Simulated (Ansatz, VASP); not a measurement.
**TiAl: VASP beside Ansatz**

POSCAR

```
TiAl
1.0
    3.2334835512      0.0000000000      0.0000000000
    0.0000000000      3.2334835512      0.0000000000
    0.0000000000      0.0000000000      3.2334835512
Ti Al
1 1
Direct
    0.5000000000      0.5000000000      0.5000000000
    0.0000000000      0.0000000000      0.0000000000
```

The input INCAR.step1:

```
PREC = Accurate
ENCUT = 520
ISMEAR = 0
SIGMA = 0.1
LREAL = F
LASPH = T
NELM = 100
NBANDS = 14
GGA = PE
ALGO = Normal
EDIFF = 1E-4
LWAVE = T
LCHARG = F
```

The input INCAR.step2:

```
PREC = Accurate
ENCUT = 520
EDIFF = 1E-7
ISMEAR = 0
SIGMA = 0.1
LREAL = F
LASPH = T
NELM = 100
ALGO = Normal
ISIF = 2
LWAVE = F
LCHARG = F
METAGGA = R2SCAN
LMIXTAU = T
NBANDS = 14
ISTART = 1
```

Contents of KPOINTS:

```
Automatic mesh
0
Gamma
  14 14 14
```

Input for Ansatz:

```yaml
crystal:
  lattice:
    - [3.2334835512, 0.0, 0.0]
    - [0.0, 3.2334835512, 0.0]
    - [0.0, 0.0, 3.2334835512]
  atoms:
    - { symbol: Ti, position: [0.5, 0.5, 0.5] }
    - { symbol: Al, position: [0.0, 0.0, 0.0] }
basis:
  ecutwfc: 500
kpoints:
  mp_grid: { grid: [14, 14, 14] }
hamiltonian:
  xc: r2scan
scf:
  occupations: { method: gaussian, width: 0.1 }
output:
  forces: true
  stress: true
  eigenvalues: true
```

Alike in both runs: task single point; functional r2SCAN; k mesh 14 × 14 × 14; occupations gaussian, width 0.1 eV; no spin polarisation.

|  | VASP | Ansatz |
| --- | --- | --- |
| version | VASP 6.6.1 | Ansatz 0.2.0 |
| potentials or method | VASP PAW PBE potentials, release 64 (Ti_sv, Al), cutoff 520 eV | scalar-relativistic, plane waves, PAW |
| valence electrons in the cell | 15 | 15 |

Ansatz gave:

| Quantity | Value |
| --- | --- |
| gap on the k mesh at the Fermi level (eV) | none |
| pressure (GPa) | -6.2 |

What did VASP give for the same quantities?

gap on the k mesh at the Fermi level (eV): none; pressure (GPa): -6.1.

VASP's potentials were made for PBE, not for r2SCAN. A gap of «none» marks a metal or a gap that the smearing closes.
